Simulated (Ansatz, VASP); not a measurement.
## Two plane-wave programs on CoO

```
Co O
1.0
     2.82845    0.00000    0.00000
    -1.41423    2.44951    0.00000
     0.00000    0.00000    2.72172
Co O
1 1
Direct
  0.33333 0.66667 0.50000
  0.00000 0.00000 0.00000
```

Change from the starting cell: species swapped into the LiPd type (P-6m2, No. 187).

Alike in both runs: functional PBE; k mesh 24 × 24 × 20; occupations gaussian, width 0.1 eV; collinear spin.

Ansatz relaxed the structure, and its values are those at the end. VASP's run is a single point on that final structure, the one shown.

```csv
,VASP,Ansatz
version,VASP 6.6.1,Ansatz 0.2.0
potentials or method,"VASP PAW PBE potentials, release 64 (Co_sv, O), cutoff 600 eV","scalar-relativistic, plane waves, PAW"
valence electrons in the cell,23,23
```

Ansatz gave:

| Property | Result |
| --- | --- |
| gap on the k mesh at the Fermi level (eV) | none |
| pressure (GPa) | 0.0 |
| net moment per atom (μB) | 1.50 |
| size of the moment on the site where the two differ most (μB) | 2.50 |

Task: Which values does VASP return?

Result: gap on the k mesh at the Fermi level (eV): none; pressure (GPa): -2.4; net moment per atom (μB): 1.50; size of the moment on the site where the two differ most (μB): 2.53.

Site moments also hang on the region over which each program counts them. A gap of «none» marks a metal or a gap that the smearing closes. The functional is the same, so the differences come from potentials, cutoffs and numerics.
